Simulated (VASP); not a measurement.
## BeS: single point with PBE

Crystal: BeS.

```
Be S
1.0
     0.00000    2.43431    2.43431
     2.37345    0.00000    2.43431
     2.37345    2.43431    0.00000
Be S
1 1
Direct
  0.00000 0.00000 0.00000
  0.25000 0.25000 0.25000
```

This cell differs from its parent crystal: uniaxial x strain -2.5%.

```json
{"Program": "VASP 6.6.1", "Task": "single point", "Functional": "PBE", "Potentials or basis": "VASP PAW PBE potentials, release 64 (Be, S)", "Cutoff": "520 eV", "k mesh": "6 × 6 × 6", "Occupations": "gaussian, width 0.01 eV", "Spin": "no spin polarisation", "Dipole correction": "no", "Further INCAR settings": "ALGO = Normal; EDIFF = 1e-06; NBANDS = 11"}
```

```yaml
Pressure: 3.0 GPa
Band_gap_on_the_k_mesh: 2.86 eV, indirect (least direct gap 5.56 eV)
```

Stress tensor (GPa, compression positive):
```
4.57 0.00 0.00
0.00 2.20 0.00
0.00 0.00 2.20
```

Levels at points of the mesh, in eV from the valence-band top:
```tsv
k point	band 2	band 3	band 4	band 5	band 6	band 7
(0.00, 0.00, 0.00)	-0.13	-0.13	0.00	5.56	5.59	5.59
(0.50, 0.00, 0.00)	-5.96	-1.25	-1.03	5.40	6.36	6.63
(0.50, 0.50, 0.00)	-5.24	-2.73	-2.68	3.06	4.90	12.71
(0.00, 0.50, 0.50)	-5.06	-2.91	-2.91	2.86	4.66	12.81
```

It took 15 s on 1 thread of Intel Xeon 8259CL (shared host), peak memory 0.15 GiB.

Caveat: the cell differs from its parent crystal (uniaxial x strain -2.5%). A k mesh can miss the band edges.
